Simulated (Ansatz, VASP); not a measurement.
# Two plane-wave programs on TiO2

INCAR

```
SYSTEM = TiO2
  ALGO = Normal
  EDIFF = 1E-6
  EDIFFG = -0.01
  ENCUT = 600
  GGA = PS
  IBRION = 2
  ISIF = 3
  ISMEAR = 0
  LASPH = .TRUE.
  LCHARG = .FALSE.
  LREAL = .FALSE.
  LWAVE = .FALSE.
  NELM = 100
  NSW = 80
  PREC = Accurate
  SIGMA = 0.02
```

KPOINTS

```
k-points
0
G
  6 6 8
  0 0 0
```

The input POSCAR:

```
TiO2
1.0
    4.6000000000      0.0000000000      0.0000000000
    0.0000000000      4.6000000000      0.0000000000
    0.0000000000      0.0000000000      2.9600000000
Ti O
2 4
Direct
    0.0000000000      0.0000000000      0.0000000000
    0.5000000000      0.5000000000      0.5000000000
    0.3050000000      0.3050000000      0.0000000000
   -0.3050000000     -0.3050000000      0.0000000000
    0.8050000000      0.1950000000      0.5000000000
    0.1950000000      0.8050000000      0.5000000000
```

Input for Ansatz:

```yaml
crystal:
  lattice:
    - [4.6, 0.0, 0.0]
    - [0.0, 4.6, 0.0]
    - [0.0, 0.0, 2.96]
  atoms:
    - { symbol: Ti, position: [0.0, 0.0, 0.0] }
    - { symbol: Ti, position: [0.5, 0.5, 0.5] }
    - { symbol: O, position: [0.305, 0.305, 0.0] }
    - { symbol: O, position: [-0.305, -0.305, 0.0] }
    - { symbol: O, position: [0.805, 0.195, 0.5] }
    - { symbol: O, position: [0.195, 0.805, 0.5] }
scf:
  occupations: { method: gaussian, width: 0.02 }
output:
  forces: true
  stress: true
  eigenvalues: true
hamiltonian:
  xc: pbesol
kpoints:
  mp_grid: { grid: [6, 6, 8] }
relax:
  f_tol: 0.01
  max_steps: 60
  cell: { stress_tol: 0.05 }
```

Alike in both runs: task relaxation of cell and atoms; functional PBEsol; k mesh 6 × 6 × 8; occupations gaussian, width 0.02 eV; no spin polarisation.

|  | VASP | Ansatz |
| --- | --- | --- |
| version | VASP 6.6.1 | Ansatz 0.2.0 |
| potentials or method | VASP PAW PBE potentials, release 64 (Ti_sv, O) | scalar-relativistic, plane waves, PAW |
| plane-wave cutoff (eV) | 600 | 420 |
| valence electrons in the cell | 48 | 48 |

Ansatz gave:

```
gap on the k mesh at the Fermi level, each at its own relaxed structure (eV) : 1.87
relaxed volume (Å³/atom)                                                     : 10.33
relaxed length of the cell vector where the two differ most in proportion (Å)              : 2.939
```

Question: Estimate VASP's values.

Answer: gap on the k mesh at the Fermi level, each at its own relaxed structure (eV): 1.83; relaxed volume (Å³/atom): 10.34; relaxed length of the cell vector where the two differ most in proportion (Å): 2.942.

VASP's potentials were made for PBE, not for PBEsol.
